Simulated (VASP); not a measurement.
# Sb in VASP: single point with PBE

Aim: the single point of Sb with PBE.

All numbers are computed with VASP 6.6.1; they aren't measurements. Logs are shortened: lines on timing, memory, paths and dates and some standing lists are left out, and cuts for length are marked.

## Step 1: The cell of the first run

The cell holds a slab with vacuum, 4 atoms: a = 3.160 Å, b = 3.160 Å, c = 24.480 Å, α = 90.00°, β = 90.00°, γ = 90.00°.

## Step 2: Single point, PBE

Input file INCAR:

```
ALGO     = Normal         # electronic algorithm
DIPOL    = 0.5 0.5 0.500
EDIFF    = 1E-6           # SCF threshold, eV
ENCUT    = 520            # plane-wave cutoff, eV
GGA      = PE             # functional
IDIPOL   = 3            
ISIF     = 2              # what is computed and relaxed
ISMEAR   = -1             # smearing method
LASPH    = True           # aspherical terms in the spheres
LCHARG   = True           # write CHGCAR
LDIPOL   = True         
LELF     = True           # ELF
LREAL    = False          # projectors in reciprocal space
LVACPOTAV= True         
LVHAR    = True         
LWAVE    = False          # write WAVECAR
NBANDS   = 18             # bands
NELM     = 100            # most SCF steps
PREC     = Accurate       # precision mode
SIGMA    = 0.05           # smearing width, eV
```

Input file KPOINTS:

```
k-points
0
Gamma
  8 8 1
```

Input file POSCAR:

```
Sb
1.0
    3.1600000000      0.0000000000      0.0000000000
    0.0000000000      3.1600000000      0.0000000000
    0.0000000000      0.0000000000     24.4800000000
Sb
4
Direct
    0.0000000000      0.0000000000      0.3063725490
    0.0000000000      0.0000000000      0.4354575163
    0.0000000000      0.0000000000      0.5645424837
    0.0000000000      0.0000000000      0.6936274510
```

Potentials or basis: VASP PAW PBE potentials, release 64 (Sb).

Launch:

```bash
$ cat potpaw_PBE.64/Sb/POTCAR > POTCAR
$ mpirun -np 1 vasp_std > vasp.out
```

OUTCAR:

```text
EDIFF = 1E-6
   ENCUT = 520
   GGA = PE
   ISIF = 2
   ISMEAR = -1
   LASPH = True
   LREAL = False
   NELM = 100
   PREC = Accurate

 ion  position               nearest neighbor table
   1  0.000  0.000  0.306-   2 3.16
   2  0.000  0.000  0.435-   1 3.16   3 3.16
   3  0.000  0.000  0.565-   4 3.16   2 3.16
   4  0.000  0.000  0.694-   3 3.16

  LATTYP: Found a simple tetragonal cell.
 ALAT       =     3.1600000000
 C/A-ratio  =     7.7468354430

  Lattice vectors:

 A1 = (   3.1600000000,   0.0000000000,   0.0000000000)
 A2 = (   0.0000000000,   3.1600000000,   0.0000000000)
 A3 = (   0.0000000000,   0.0000000000,  24.4800000000)

Analysis of symmetry for initial positions (statically):
=====================================================================
 Subroutine PRICEL returns:
 Original cell was already a primitive cell.

 Routine SETGRP: Setting up the symmetry group for a
 simple tetragonal supercell.

 Subroutine GETGRP returns: Found 16 space group operations
 (whereof 16 operations were pure point group operations)
 out of a pool of 16 trial point group operations.

The static configuration has the point symmetry D_4h.

Analysis of symmetry for dynamics (positions and initial velocities):
=====================================================================
 Subroutine PRICEL returns:
 Original cell was already a primitive cell.

 Routine SETGRP: Setting up the symmetry group for a
 simple tetragonal supercell.

 Subroutine GETGRP returns: Found 16 space group operations
 (whereof 16 operations were pure point group operations)
 out of a pool of 16 trial point group operations.

The dynamic configuration has the point symmetry D_4h.

 Subroutine INISYM returns: Found 16 space group operations
 (whereof 16 operations are pure point group operations),
 and found     1 'primitive' translations

----------------------------------------------------------------------------------------

                                     Primitive cell

  volume of cell :     244.4475

  direct lattice vectors                    reciprocal lattice vectors
     3.160000000  0.000000000  0.000000000     0.316455696  0.000000000  0.000000000
     0.000000000  3.160000000  0.000000000     0.000000000  0.316455696  0.000000000
     0.000000000  0.000000000 24.480000000     0.000000000  0.000000000  0.040849673

  length of vectors
     3.160000000  3.160000000 24.480000000     0.316455696  0.316455696  0.040849673

[... 80 lines left out ...]
   ISIF   =      2    stress and relaxation
   ISYM   =      2    0-nonsym 1-usesym 2-fastsym
   POTIM  = 0.5000    time-step for ionic-motion
   TEBEG  =    0.0;   TEEND  =   0.0 temperature during run
   PSTRESS=    0.0 pullay stress
   NELECT =      20.0000    total number of electrons
   NUPDOWN=      -1.0000    fix difference up-down
   EMIN   =  10.00;   EMAX   =-10.00  energy-range for DOS
   EFERMI =   0.00;   METHOD = LEGACY
   ISMEAR =    -1;   SIGMA  =   0.05  broadening in eV -4-tet -1-fermi 0-gaus
   EFERMI_NEDOS =   21; number of points for ismear=-14 and -15
   IALGO  =     38    algorithm
   IMIX   =      4    mixing-type and parameters
     AMIX     =   0.40;   BMIX     =  1.00
     AMIX_MAG =   1.60;   BMIX_MAG =  1.00
  volume/ion in A,a.u.               =      61.11       412.40
  Fermi-wavevector in a.u.,A,eV,Ry     =   0.710705  1.343039  6.872333  0.505102
  Thomas-Fermi vector in A             =   1.797623
   LORBIT       =      0    0 simple, 1 ext, 2 COOP (PROOUT), +10 PAW based schemes
   GGA     = PE    functional components
   LHFCALC =     F    Hartree Fock is set to
   AEXX    =    0.0000 exact exchange contribution
   IVDW    =     0    specifies the selected vdW correction
   LEPSILON=     F    determine dielectric tensor
   LRPA    =     F    only Hartree local field effects (RPA)
 non-spin polarized calculation
  energy-cutoff  :      520.00
  volume of cell :      244.45
 maximum number of plane-waves:      6680
 NGX is ok and might be reduce to    24
   NGX = 11   NGY = 11   NGZ = 91

 dipolmoment           0.000000      0.000000      0.000000 electrons x Angstroem

 number of electron      20.0000002 magnetization

 dipolmoment           0.000000      0.000000     -0.000000 electrons x Angstroem

 Free energy of the ion-electron system (eV)
  ---------------------------------------------------
  ext. energy  EPLUGINS =         0.00000000
  ---------------------------------------------------
  free energy    TOTEN  =       -15.89819851 eV

  energy without entropy =      -15.87255975  energy(sigma->0) =      -15.88537913

 E-fermi :   1.1720     XC(G=0):  -5.3983

 val. band max:        1.1184582064   @ k =   0.3750   0.2500   0.0000
 cond. band min:       1.1959401138   @ k =   0.2500   0.0000   0.0000
 fundamental gap:      0.0774819074
 Fermi energy:         1.1720236840

 k-point     1 :       0.0000    0.0000    0.0000
  band No.  band energies     occupation
      1     -10.5758      2.00000
      2     -10.0570      2.00000
      3      -9.3711      2.00000
      4      -8.7670      2.00000
      5      -3.3377      2.00000
      6      -1.7679      2.00000
[... 292 lines left out ...]
      5      -1.9140      2.00000
      6      -1.9140      2.00000
[... 10 lines left out ...]
     17       4.4313      0.00000
     18       5.0030      0.00000

------------------------ aborting loop because EDIFF is reached ----------------------------------------

  FORCE on cell =-STRESS in cart. coord.  units (eV):
  Direction    XX          YY          ZZ          XY          YZ          ZX
  --------------------------------------------------------------------------------------
  -------------------------------------------------------------------------------------
  Total       -2.2348036     -2.2348036     -3.7827371      0.0000000     -0.0000000      0.0000000
  in kB      -14.6475292    -14.6475292    -24.7931189      0.0000000     -0.0000000      0.0000000
  external PRESSURE =     -18.0293925 kB  Pullay stress =       0.0000000 kB

 VOLUME and BASIS-vectors are now :
 -----------------------------------------------------------------------------
  energy-cutoff  :      520.00
  volume of cell :      244.45
      direct lattice vectors                 reciprocal lattice vectors
     3.160000000  0.000000000  0.000000000     0.316455696  0.000000000  0.000000000
     0.000000000  3.160000000  0.000000000     0.000000000  0.316455696  0.000000000
     0.000000000  0.000000000 24.480000000     0.000000000  0.000000000  0.040849673

 POSITION                                       TOTAL-FORCE (eV/Angst)
 -----------------------------------------------------------------------------------
      0.00000      0.00000      7.50000        -0.000000     -0.000000      0.552562
      0.00000      0.00000     10.66000         0.000000     -0.000000     -0.464087
      0.00000      0.00000     13.82000         0.000000      0.000000      0.464087
      0.00000      0.00000     16.98000        -0.000000      0.000000     -0.552562
 -----------------------------------------------------------------------------------
    total drift:                                0.000000     -0.000000     -0.000000

  FREE ENERGIE OF THE ION-ELECTRON SYSTEM (eV)
  ---------------------------------------------------
  free  energy   TOTEN  =       -15.8981985091 eV

  energy  without entropy=      -15.8725597523  energy(sigma->0) =      -15.88537913

 vacuum level on the upper side and lower side of the slab         5.552         5.552
```

OSZICAR:

```text
N       E                     dE             d eps       ncg     rms          rms(c)
DAV:   1     0.102694712046E+03    0.10269E+03   -0.61852E+03   540   0.806E+02
DAV:   2    -0.676000571855E+01   -0.10945E+03   -0.10297E+03   680   0.133E+02
DAV:   3    -0.156753305438E+02   -0.89153E+01   -0.87188E+01   760   0.419E+01
[... 11 lines left out ...]
DAV:  15    -0.158981426613E+02   -0.54750E-04   -0.70538E-06   546   0.707E-03    0.321E-03
DAV:  16    -0.158981641697E+02   -0.21508E-04   -0.46984E-07   468   0.202E-03    0.162E-03
DAV:  17    -0.158981913681E+02   -0.27198E-04   -0.12515E-06   476   0.244E-03    0.385E-04
DAV:  18    -0.158981976523E+02   -0.62841E-05   -0.36598E-07   460   0.134E-03    0.436E-04
DAV:  19    -0.158981985091E+02   -0.85685E-06   -0.32093E-08   440   0.506E-04
   1 F= -.15898199E+02 E0= -.15885379E+02  d E =-.256388E-01
```

stdout:

```text
POSCAR found type information on POSCAR Sb
 POSCAR found :  1 types and       4 ions
 scaLAPACK will be used
 LDA part: xc-table for (Slater+PW92), standard interpolation
 POSCAR, INCAR and KPOINTS ok, starting setup
 FFT: planning ... GRIDC
 FFT: planning ... GRID_SOFT
 FFT: planning ... GRID
 WAVECAR not read
 entering main loop
 -----------------------------------------------------------------------------
|                                                                             |
|           W    W    AA    RRRRR   N    N  II  N    N   GGGG   !!!           |
|           W    W   A  A   R    R  NN   N  II  NN   N  G    G  !!!           |
|           W    W  A    A  R    R  N N  N  II  N N  N  G       !!!           |
|           W WW W  AAAAAA  RRRRR   N  N N  II  N  N N  G  GGG   !            |
|           WW  WW  A    A  R   R   N   NN  II  N   NN  G    G                |
|           W    W  A    A  R    R  N    N  II  N    N   GGGG   !!!           |
|                                                                             |
|     Did not find any points to average over, which means that no vacuum     |
|     field-free region was found. Please increase the size of  your cell     |
|     in the dimension of the dipole correction to obtain accurate            |
|     workfunction values.                                                    |
|                                                                             |
 -----------------------------------------------------------------------------
```

Wall time 57 s (1 thread of Intel Xeon Platinum 8375C at 2.90GHz (Ice Lake), shared host); peak memory 0.33 GiB.

What came out:

```yaml
Free_energy: -15.8982 eV
Largest_force: 0.553 eV/Å
Band_gap_on_the_k_mesh: zero (bands 10 and 11 overlap by 4.96 eV)
```

Forces in eV/Å, atoms in the order of the input:
```
Sb   0.000  0.000  0.553
Sb   0.000  0.000 -0.464
Sb   0.000  0.000  0.464
Sb   0.000  0.000 -0.553
```

Caveat: spin-orbit coupling is left out, which moves the levels of the heavy elements.
